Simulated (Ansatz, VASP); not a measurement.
Two plane-wave programs on Ga2O3

```
CELL_PARAMETERS angstrom
6.94200 0.00000 0.00000
0.00000 4.73200 0.00000
0.00000 0.00000 4.85500
ATOMIC_POSITIONS crystal
Ga 0.11724 0.75407 0.03473
Ga 0.61724 0.74593 0.96527
Ga 0.88276 0.75407 0.46527
Ga 0.38276 0.74593 0.53473
Ga 0.88276 0.24593 0.96527
Ga 0.38276 0.25407 0.03473
Ga 0.11724 0.24593 0.53473
Ga 0.61724 0.25407 0.46527
O 0.84730 0.60820 0.10338
O 0.34730 0.89180 0.89662
O 0.15270 0.60820 0.39662
O 0.65270 0.89180 0.60338
O 0.15270 0.39180 0.89662
O 0.65270 0.10820 0.10338
O 0.84730 0.39180 0.60338
O 0.34730 0.10820 0.39662
O 0.00000 0.05376 0.25000
O 0.50000 0.44624 0.75000
O 0.00000 0.94624 0.75000
O 0.50000 0.55376 0.25000
```

Alike in both runs: functional PBE; k mesh 4 × 5 × 5; occupations fermi-dirac, width 0.01 eV; no spin polarisation.

Ansatz relaxed the structure, and its values are those at the end. VASP's run is a single point on that final structure, the one shown.

|  | VASP | Ansatz |
| --- | --- | --- |
| version | VASP 6.6.1 | Ansatz 0.2.0 |
| potentials or method | VASP PAW PBE potentials, release 64 (Ga_d, O) | plane-wave PAW, scalar-relativistic |
| plane-wave cutoff (eV) | 520 | 420 |
| valence electrons in the cell | 176 | 176 |

```csv
,VASP,Ansatz,Ansatz less VASP
gap on the k mesh at the Fermi level (eV),4.32,4.32,+0.003
rms of the force components (eV/Å),0.023,0.007,-0.0158
```

Ansatz's warnings: stress scf threshold loose.
